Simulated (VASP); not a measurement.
## Mg: single point with PBE

Crystal: Mg.

```
Mg
1.0
     0.00000    2.23826    2.23826
     2.23826    0.00000    2.23826
     2.23826    2.23826    0.00000
Mg
1
Cartesian
  0.0000 0.0000 0.0000
```

This cell differs from its parent crystal: volume scaled by 0.97.

```yaml
Program: VASP 6.6.1
Task: single point
Functional: PBE
Potentials_or_basis: VASP PAW PBE potentials, release 64 (Mg)
Cutoff: 520 eV
k_mesh: 16 × 16 × 16
Occupations: gaussian, width 0.1 eV
Spin: no spin polarisation
Dipole_correction: no
Further_INCAR_settings: ALGO = Fast; EDIFF = 1e-07; NBANDS = 7
```

- Pressure: 1.0 GPa
- Band gap on the k mesh: zero (band 1 reaches 4.20 eV, above the bottom of band 2 at 1.46 eV)

Levels at points of the mesh, in eV from the Fermi level:
| k point | band 1 | band 2 | band 3 | band 4 | band 5 |
| --- | --- | --- | --- | --- | --- |
| (0.00, 0.00, 0.00) | -7.01 | 12.52 | 12.52 | 12.52 | 14.57 |
| (0.50, 0.00, 0.00) | -1.73 | -1.27 | 11.41 | 11.41 | 12.33 |
| (0.50, 0.50, 0.00) | -0.22 | 0.82 | 6.15 | 7.08 | 7.08 |

Wall time 10 s on 1 thread of Intel Xeon 6975P-C, on a shared host, peak memory 0.15 GiB.
